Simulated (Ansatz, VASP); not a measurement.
# One calculation of HgTe, two programs

File POSCAR:

```
HgTe
1.0
    2.9625928200     -3.4322597100      0.0000000000
    2.9625928200      3.4322597100      0.0000000000
    0.0000000000      0.0000000000      5.7981570000
Hg Te
2 2
Direct
    0.3430500000      0.6569500000      0.7500000000
    0.6569500000      0.3430500000      0.2500000000
    0.7848090000      0.2151910000      0.7500000000
    0.2151910000      0.7848090000      0.2500000000
```

INCAR.step1

```
PREC = Accurate
ENCUT = 520
ISMEAR = -1
SIGMA = 0.02
LREAL = False
LASPH = True
NELM = 80
NBANDS = 26
GGA = PE
ALGO = Normal
EDIFF = 1E-4
LWAVE = True
LCHARG = False
```

INCAR.step2

```
PREC = Accurate
ENCUT = 520
EDIFF = 1E-7
ISMEAR = -1
SIGMA = 0.02
LREAL = False
LASPH = True
NELM = 80
ALGO = Normal
ISIF = 2
LWAVE = False
LCHARG = False
METAGGA = R2SCAN
LMIXTAU = True
IVDW = 13
VDW_S6 = 1.0
VDW_S8 = 0.6018749
VDW_A1 = 0.51559235
VDW_A2 = 5.77342911
NBANDS = 26
ISTART = 1
```

KPOINTS

```
Automatic mesh
0
Gamma
  4 4 4
```

Input for Ansatz:

```yaml
crystal:
  lattice:
    - [2.96259282, -3.43225971, 0.0]
    - [2.96259282, 3.43225971, 0.0]
    - [0.0, 0.0, 5.798157]
  atoms:
    - { symbol: Hg, position: [0.34305, 0.65695, 0.75] }
    - { symbol: Hg, position: [0.65695, 0.34305, 0.25] }
    - { symbol: Te, position: [0.784809, 0.215191, 0.75] }
    - { symbol: Te, position: [0.215191, 0.784809, 0.25] }
kpoints:
  mp_grid:
    grid: [4, 4, 4]
hamiltonian:
  xc: r2scan
  dispersion: d4
  pseudopotentials:
    kind: nc
scf:
  occupations:
    method: fermi_dirac
    width: 0.02
output:
  stress: true
```

Alike in both runs: task single point; functional r2SCAN; dispersion D4; k mesh 4 × 4 × 4; occupations fermi-dirac, width 0.02 eV; no spin polarisation.

```csv
,VASP,Ansatz
version,VASP 6.6.1,Ansatz 0.2.0
potentials or method,"VASP PAW PBE potentials, release 64 (Hg, Te)","plane waves, norm-conserving potentials"
plane-wave cutoff (eV),520,1230
valence electrons in the cell,36,72
```

```tsv
	VASP	Ansatz	Ansatz less VASP
pressure (GPa)	-0.9	-1.1	-0.14
traceless stress, the component that is largest in VASP (GPa)	-0.63	-0.63	0.000
```

VASP's potentials were made for PBE, not for r2SCAN. VASP's potentials hold 36 valence electrons a cell and Ansatz's 72, so a difference there can come from the potentials and not from the codes.

Spin-orbit coupling is off throughout.
